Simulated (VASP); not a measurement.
# WC in VASP: a series of runs, part 2 of 2

VASP 6.6.1. The steps go on from the part before.

### Step 5. Single point, r2SCAN

File POSCAR:

```
WC
1.0
   -0.0073089467      2.1890295267      2.1890295267
    2.1890295267     -0.0073089467      2.1890295267
    2.1890295267      2.1890295267     -0.0073089467
W C
1 1
Direct
    0.0000000000      0.0000000000      0.0000000000
    0.5000000000      0.5000000000      0.5000000000
```

File INCAR.step1:

```
PREC     = Accurate       # precision mode
ENCUT    = 910            # plane-wave cutoff, eV
ISMEAR   = -1             # smearing method
SIGMA    = 0.1            # smearing width, eV
LREAL    = F              # projectors in reciprocal space
LASPH    = T              # aspherical terms in the spheres
NELM     = 120            # most SCF steps
NBANDS   = 16             # bands
GGA      = PE             # functional
ALGO     = Normal         # electronic algorithm
EDIFF    = 1E-5           # SCF threshold, eV
LWAVE    = T              # write WAVECAR
LCHARG   = F              # write CHGCAR
GGA_COMPAT= F
```

File INCAR.step2:

```
PREC     = Accurate       # precision mode
ENCUT    = 910            # plane-wave cutoff, eV
EDIFF    = 1E-6           # SCF threshold, eV
ISMEAR   = -1             # smearing method
SIGMA    = 0.1            # smearing width, eV
LREAL    = F              # projectors in reciprocal space
LASPH    = T              # aspherical terms in the spheres
NELM     = 120            # most SCF steps
ALGO     = Normal         # electronic algorithm
ISIF     = 2              # what is computed and relaxed
LWAVE    = F              # write WAVECAR
LCHARG   = F              # write CHGCAR
METAGGA  = R2SCAN         # meta-GGA
LMIXTAU  = T            
NBANDS   = 16             # bands
ISTART   = 1            
GGA_COMPAT= F
```

File KPOINTS:

```
regular mesh
0
Gamma
  14 14 14
```

Command:

```
> cat potpaw_PBE.64/W_sv/POTCAR potpaw_PBE.64/C_h/POTCAR > POTCAR
> cp INCAR.step1 INCAR
> mpirun -np 1 vasp_std > vasp.out
> cp INCAR.step2 INCAR
> mpirun -np 1 vasp_std > vasp.out
```

Wall time 12 min (1 thread of Intel Xeon Platinum 8259CL at 2.50GHz (Skylake/Cascade Lake), shared host); peak memory 0.36 GiB.

The run converged. Its results:

```
Free energy            : -60.6456 eV
Pressure               : -3.6 GPa
Band gap on the k mesh : zero (bands 9 and 10 overlap by 3.32 eV)
```

Stress tensor (GPa, compression positive):
```
-3.58  0.35  0.35
 0.35 -3.58  0.35
 0.35  0.35 -3.58
```

Levels at points of the mesh, in eV from the Fermi level:
| k point | band 7 | band 8 | band 9 | band 10 | band 11 | band 12 |
| --- | --- | --- | --- | --- | --- | --- |
| (0.00, 0.00, 0.00) | -2.86 | -2.79 | -1.17 | -1.17 | -1.13 | -1.02 |
| (0.50, 0.00, 0.00) | -6.95 | -6.89 | 1.05 | 1.12 | 2.49 | 5.37 |
| (0.50, 0.50, 0.00) | -5.88 | -2.72 | -2.68 | 0.85 | 2.34 | 2.34 |
| (0.50, 0.50, 0.50) | -6.97 | -6.97 | 1.12 | 1.12 | 2.52 | 5.32 |

Caveat: the cutoff is under 1.25 times the usual one of these potentials, so pressure, stress and relaxed cells hold a basis-set (Pulay) error; the cell stands under tension; the PAW data sets were made with another functional, which shifts forces and pressure a little; spin-orbit coupling is left out, which moves the levels of the heavy elements.

### Step 6. Single point, r2SCAN

File POSCAR:

```
WC
1.0
    0.0146178933      2.1999929467      2.1999929467
    2.1999929467      0.0146178933      2.1999929467
    2.1999929467      2.1999929467      0.0146178933
W C
1 1
Direct
    0.0000000000      0.0000000000      0.0000000000
    0.5000000000      0.5000000000      0.5000000000
```

File INCAR.step1:

```
  ALGO = Normal
  EDIFF = 1E-5
  ENCUT = 910
  GGA = PE
  GGA_COMPAT = F
  ISMEAR = -1
  LASPH = T
  LCHARG = F
  LREAL = F
  LWAVE = T
  NBANDS = 16
  NELM = 120
  PREC = Accurate
  SIGMA = 0.1
```

File INCAR.step2:

```
  ALGO = Normal
  EDIFF = 1E-6
  ENCUT = 910
  GGA_COMPAT = F
  ISIF = 2
  ISMEAR = -1
  ISTART = 1
  LASPH = T
  LCHARG = F
  LMIXTAU = T
  LREAL = F
  LWAVE = F
  METAGGA = R2SCAN
  NBANDS = 16
  NELM = 120
  PREC = Accurate
  SIGMA = 0.1
```

File KPOINTS:

```
k-points
0
Gamma
  14 14 14
```

Potentials or basis: VASP PAW PBE potentials, release 64 (W_sv, C_h).

Command:

```
> cat potpaw_PBE.64/W_sv/POTCAR potpaw_PBE.64/C_h/POTCAR > POTCAR
> cp INCAR.step1 INCAR
> mpirun -np 1 vasp_std > vasp.out
> cp INCAR.step2 INCAR
> mpirun -np 1 vasp_std > vasp.out
```

It took 6.6 min on 1 thread of Intel Xeon Platinum 8259CL at 2.50GHz (Skylake/Cascade Lake), shared host; peak memory 0.36 GiB.

The run converged. Its results:

```yaml
Free_energy: -60.6449 eV
Pressure: -3.6 GPa
Band_gap_on_the_k_mesh: zero (bands 9 and 10 overlap by 3.21 eV)
```

Stress tensor (GPa, compression positive):
```
-3.55 -0.67 -0.67
-0.67 -3.55 -0.67
-0.67 -0.67 -3.55
```

Levels at points of the mesh, in eV from the Fermi level:
```csv
k point,band 5,band 6,band 7,band 8,band 9,band 10,band 11,band 12,band 13,band 14
"(0.00, 0.00, 0.00)",-16.71,-2.94,-2.79,-2.79,-1.22,-1.13,-1.13,-1.02,-1.02,7.03
"(0.50, 0.00, 0.00)",-12.05,-10.18,-7.01,-6.89,1.03,1.18,2.52,5.33,9.17,9.23
"(0.50, 0.50, 0.00)",-14.50,-5.90,-5.88,-2.74,-2.66,0.85,2.34,2.34,5.71,7.68
"(0.50, 0.50, 0.50)",-12.11,-10.21,-6.87,-6.87,1.04,1.04,2.43,5.43,9.11,9.11
```

Caveat: the cutoff is under 1.25 times the usual one of these potentials, so pressure, stress and relaxed cells hold a basis-set (Pulay) error; the cell stands under tension; the PAW data sets were made with another functional, which shifts forces and pressure a little; spin-orbit coupling is left out, which moves the levels of the heavy elements.

### Step 7. The runs side by side

```tsv
cell	gap on the mesh (eV)	pressure (GPa)
a = 3.106 Å, angles 59.8°, 2 atoms	none	-3.6
a = 3.101 Å, angles 60.0°, 2 atoms	none	-3.6
a = 3.091 Å, angles 60.4°, 2 atoms	none	-3.6
a = 3.096 Å, angles 60.2°, 2 atoms	none	-3.6
a = 3.111 Å, angles 59.6°, 2 atoms	none	-3.6
```

Alike in all rows: task single point; level r2SCAN; potentials or basis VASP PAW PBE potentials, release 64 (W_sv, C_h); no spin polarisation; k mesh 14 × 14 × 14; cutoff (eV) 910; smearing fermi-dirac 0.1 eV.

Caveats: the cutoff is under 1.25 times the usual one of these potentials, so pressure, stress and relaxed cells hold a basis-set (Pulay) error; the cell stands under tension; the PAW data sets were made with another functional, which shifts forces and pressure a little; spin-orbit coupling is left out, which moves the levels of the heavy elements.

Absolute energies hang on the potentials; compare differences alone.
